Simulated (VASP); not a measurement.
Be:

```
Be
1.0
     2.28530    0.00000    0.00000
    -1.14265    1.97913    0.00000
     0.00000    0.00000    3.58420
Be
2
Direct
  0.33333 0.66667 0.25000
  0.66667 0.33333 0.75000
```

```yaml
Program: VASP 6.6.1
Task: relaxation of cell and atoms
Functional: PBEsol
Potentials_or_basis: VASP PAW PBE potentials, release 64 (Be)
Cutoff: 600 eV
k_mesh: 10 × 10 × 6
Occupations: fermi-dirac, width 0.05 eV
Spin: no spin polarisation
```

At the start: pressure -3.3 GPa; volume 8.11 Å³/atom.

How do energy, volume and symmetry change on relaxing?

Over 3 steps the energy falls by 3.1 meV/atom and the volume is 7.89 Å³/atom (-2.7 %); space group P6_3/mmc (No. 194, to 0.1 Å) before and after.

The path:
```
step  energy change (eV)  largest force (eV/Å)  pressure (GPa)  volume (Å³)
   1              0.0000                0.0000           -3.32        16.21
   2             -0.0062                0.0000           -0.34        15.82
   3             -0.0062                0.0000            0.04        15.77
```

Final structure:
```cif
data_structure
_symmetry_space_group_name_H-M 'P 1'
_symmetry_Int_Tables_number 1
_cell_length_a 2.2730
_cell_length_b 2.2730
_cell_length_c 3.5252
_cell_angle_alpha 90.000
_cell_angle_beta 90.000
_cell_angle_gamma 120.000
_cell_volume 15.77
loop_
_atom_site_label
_atom_site_type_symbol
_atom_site_fract_x
_atom_site_fract_y
_atom_site_fract_z
_atom_site_occupancy
Be1 Be 0.33333 0.66667 0.25000 1
Be2 Be 0.66667 0.33333 0.75000 1
```

Caveat: the PAW data sets were made with another functional, which shifts forces and pressure a little.
